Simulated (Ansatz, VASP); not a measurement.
# LiCl in VASP and in Ansatz

```xyz
16
Lattice="8.2479 0.0000 0.0000 0.0000 8.2479 0.0000 0.0000 0.0000 3.9390" Properties=species:S:1:pos:R:3 pbc="T T T"
Li    5.7019    5.1344    0.0000
Li    7.2375    6.6700    1.9695
Li    2.5461    3.1136    0.0000
Li    1.0104    1.5779    1.9695
Li    5.1344    2.5461    1.9695
Li    6.6700    1.0104    0.0000
Li    3.1136    5.7019    1.9695
Li    1.5779    7.2375    0.0000
Cl    1.0104    6.6700    1.9695
Cl    2.5461    5.1344    0.0000
Cl    7.2375    1.5779    1.9695
Cl    5.7019    3.1136    0.0000
Cl    1.5779    1.0104    0.0000
Cl    3.1136    2.5461    1.9695
Cl    6.6700    7.2375    0.0000
Cl    5.1344    5.7019    1.9695
```

Alike in both runs: task single point; functional PBE; k mesh 2 × 2 × 4; occupations gaussian, width 0.1 eV; no spin polarisation.

|  | VASP | Ansatz |
| --- | --- | --- |
| version | VASP 6.6.1 | Ansatz 0.2.0 |
| potentials or method | VASP PAW PBE potentials, release 64 (Li_sv, Cl), cutoff 520 eV | scalar-relativistic, plane waves, PAW |
| valence electrons in the cell | 80 | 80 |

Ansatz gave:

- gap on the k mesh at the Fermi level (eV): 4.53
- least direct gap on the mesh (eV): 4.67
- rms of the force components (eV/Å): 0.344

Which values does VASP return?

gap on the k mesh at the Fermi level (eV): 4.54; least direct gap on the mesh (eV): 4.68; rms of the force components (eV/Å): 0.359.

Atom by atom the forces differ by 0.018 eV/Å (rms over components). With one functional, cell and mesh, what is left measures potentials, basis and numerics.

Noted on VASP's run: the cutoff is under 1.25 times that of the potentials, so the pressure is a little rough.
